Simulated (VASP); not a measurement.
Set up this calculation in VASP 6.6.1, as the native input.

```
Task                   : single point
Functional             : PBEsol
Potentials or basis    : VASP PAW PBE potentials, release 64 (Zr_sv, Si)
Cutoff                 : 520 eV
k mesh                 : 10 × 5 × 10
Occupations            : gaussian, width 0.1 eV
Spin                   : no spin polarisation
Dipole correction      : no
Further INCAR settings : ALGO = Normal; EDIFF = 1e-06; NBANDS = 29; ISYM = 0
```

The structure of ZrSi2 lies in POSCAR:

```
ZrSi2
1.0
    3.6567655758      0.0000000000      0.0000000000
    0.0000000000      7.5110806268      0.0000000000
    0.0000000000     -0.8986839955      3.5626595365
Zr Si
2 4
Direct
    0.2500000000      0.2094347963      0.1047173981
    0.7500000000      0.7905652037      0.8952826019
    0.2500000000      0.8920829932      0.4460414966
    0.7500000000      0.1079170068      0.5539585034
    0.2500000000      0.4995364202      0.7497682101
    0.7500000000      0.5004635798      0.2502317899
```

The input as run:

INCAR

```
SYSTEM = ZrSi2
PREC     = Accurate       ! precision mode
ENCUT    = 520            ! plane-wave cutoff, eV
EDIFF    = 1E-6           ! SCF threshold, eV
ISMEAR   = 0              ! smearing method
SIGMA    = 0.1            ! smearing width, eV
LREAL    = .False.        ! projectors in reciprocal space
LASPH    = .True.         ! aspherical terms in the spheres
NELM     = 60             ! most SCF steps
ALGO     = Normal         ! electronic algorithm
ISIF     = 2              ! what is computed and relaxed
LWAVE    = .False.        ! write WAVECAR
LCHARG   = .False.        ! write CHGCAR
GGA      = PS             ! functional
ISYM     = 0            
NBANDS   = 29             ! bands
```

KPOINTS

```
Automatic mesh
0
Gamma
  10 5 10
  0 0 0
```

Potentials or basis: VASP PAW PBE potentials, release 64 (Zr_sv, Si).

Command:

```bash
$ cat potpaw_PBE.64/Zr_sv/POTCAR potpaw_PBE.64/Si/POTCAR > POTCAR
$ mpirun -np 1 vasp_std > vasp.out
```

Results of the run:

```
Pressure               : 0.2 GPa
Largest force          : 0.006 eV/Å
Band gap on the k mesh : zero (bands 20 and 21 overlap by 1.00 eV)
```

Caveat: the PAW data sets were made with another functional, which shifts forces and pressure a little.

It took 4.2 min on 1 thread of Intel(R) Xeon(R) 6975P-C (Granite Rapids) (shared host), peak memory 0.62 GiB.
